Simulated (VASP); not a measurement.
Te2Mo, 3 atoms in the cell. The cell holds a slab with vacuum, 3 atoms: a = 3.491 Å, b = 3.491 Å, c = 17.526 Å, α = 90.00°, β = 90.00°, γ = 120.00°. 

| Property | Result |
| --- | --- |
| Program | VASP 6.6.1 |
| Task | single point |
| Functional | PBEsol |
| Potentials or basis | VASP PAW PBE potentials, release 64 (Te, Mo_sv) |
| Cutoff | 520 eV |
| k mesh | 12 × 12 × 2 |
| Occupations | gaussian, width 0.02 eV |
| Spin | no spin polarisation |
| Dipole correction | no |
| Further INCAR settings | ALGO = Normal; EDIFF = 1e-07; NBANDS = 20 |

Potentials or basis: VASP PAW PBE potentials, release 64 (Te, Mo_sv).

Command:

```console
$ cat potpaw_PBE.64/Te/POTCAR potpaw_PBE.64/Mo_sv/POTCAR > POTCAR
$ mpirun -np 1 vasp_std > vasp.out
```

Hardware: 1 thread of Intel(R) Xeon(R) 6975P-C (Granite Rapids), on a shared host.

Question: How long does it take, and how much memory?

Answer: Run time: 110 s on 1 thread of Intel(R) Xeon(R) 6975P-C (Granite Rapids), with other jobs on the host, peak memory 0.39 GiB. Counts: scf iterations 22, k points 38.
